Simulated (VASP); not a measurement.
In2TeS, 4 atoms in the cell. It takes space group P-6m2 (No. 187, hexagonal). The conventional cell has a = 3.953 Å, b = 3.953 Å, c = 8.314 Å, α = 90.00°, β = 90.00°, γ = 120.00°. Within 2.8 Å of In (site symmetry 3m) lie 1 S at 2.13 Å. Te (site symmetry -6m2) has 3 S at 2.28 Å within 3.0 Å. S (site symmetry -6m2) has 2 In at 2.13 Å and 3 Te at 2.28 Å within 2.8 Å. 

```yaml
Program: VASP 6.6.1
Task: relaxation of cell and atoms
Functional: PBE
Potentials_or_basis: VASP PAW PBE potentials, release 64 (In_d, Te, S)
Cutoff: 600 eV
k_mesh: 6 × 6 × 2
Occupations: gaussian, width 0.1 eV
Spin: no spin polarisation
Dipole_correction: no
Further_INCAR_settings: ALGO = Normal; EDIFF = 1e-07; IBRION = 2; EDIFFG = -0.04; NSW = 90; ISIF = 3
```

Potentials or basis: VASP PAW PBE potentials, release 64 (In_d, Te, S).

Command:

```sh
$ cat potpaw_PBE.64/In_d/POTCAR potpaw_PBE.64/Te/POTCAR potpaw_PBE.64/S/POTCAR > POTCAR
$ mpirun -np 1 vasp_std > vasp.out
```

Hardware: 1 thread of Intel(R) Xeon(R) Platinum 8488C (Sapphire Rapids) (shared host).

Q: How long does it take, and how much memory?

A: Run time: 14 min on 1 thread of Intel(R) Xeon(R) Platinum 8488C (Sapphire Rapids), with other jobs on the host, peak memory 0.28 GiB. Counts: scf iterations 287, k points 14, ion steps 22.
